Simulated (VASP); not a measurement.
Sc4As3, 14 atoms in the cell. Symmetry: I-43d, No. 220, cubic system. Conventional cell: a = 8.178 Å, b = 8.178 Å, c = 8.178 Å, α = 90.00°, β = 90.00°, γ = 90.00°. Sc (site symmetry 3) has 6 As at 2.71 to 2.95 Å and 5 Sc at 3.16 to 3.54 Å within 3.6 Å. As (site symmetry -4) has 8 Sc at 2.71 to 2.95 Å within 3.6 Å. 

```yaml
Program: VASP 6.6.1
Task: single point
Functional: PBE
Potentials_or_basis: VASP PAW PBE potentials, release 64 (Sc_sv, As)
Cutoff: 520 eV
k_mesh: 4 × 4 × 4
Occupations: gaussian, width 0.2 eV
Spin: no spin polarisation
Dipole_correction: no
Further_INCAR_settings: ALGO = Fast; EDIFF = 1e-07; NBANDS = 72
```

Potentials or basis: VASP PAW PBE potentials, release 64 (Sc_sv, As).

Launch:

```bash
$ cat potpaw_PBE.64/Sc_sv/POTCAR potpaw_PBE.64/As/POTCAR > POTCAR
$ mpirun -np 1 vasp_std > vasp.out
```

Hardware: 1 thread of Intel(R) Xeon(R) 6975P-C (Granite Rapids) (shared host).

Estimate the wall time of this run.

Run time: 4.1 min on 1 thread of Intel(R) Xeon(R) 6975P-C (Granite Rapids) (shared host), peak memory 0.46 GiB. Counts: scf iterations 29, k points 8.
